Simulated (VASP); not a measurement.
The system is CdS.

```
CELL_PARAMETERS angstrom
0.00000 2.72678 2.72678
2.72678 0.00000 2.72678
2.72678 2.72678 0.00000
ATOMIC_POSITIONS crystal
Cd 0.00000 0.00000 0.00000
S 0.50000 0.50000 0.50000
```

Base run:

| Item | Value |
| --- | --- |
| Program | VASP 6.6.1 |
| Functional | PBE |
| Potentials or basis | VASP PAW PBE potentials, release 64 (Cd, S) |
| Cutoff | 520 eV |
| k mesh | 6 × 6 × 6 |
| Occupations | gaussian, width 0.01 eV |
| Spin | no spin polarisation |

Its results: band gap on the k mesh 0.25 eV, indirect (least direct gap 1.72 eV); pressure 2.2 GPa.

Question: The run is repeated on the same cell with these changes: functional from PBE to r2SCAN; k mesh from 6 × 6 × 6 to 4 × 4 × 4. What comes out?

Answer: Band gap on the k mesh 0.70 eV, indirect (least direct gap 2.33 eV); pressure 0.9 GPa.

Several settings changed at once, so the effect can't be laid on one alone.

Caveats: some runs use coarse meshes; the PAW data sets were made with another functional, which shifts forces and pressure a little (some runs).

A k mesh can miss the band edges.
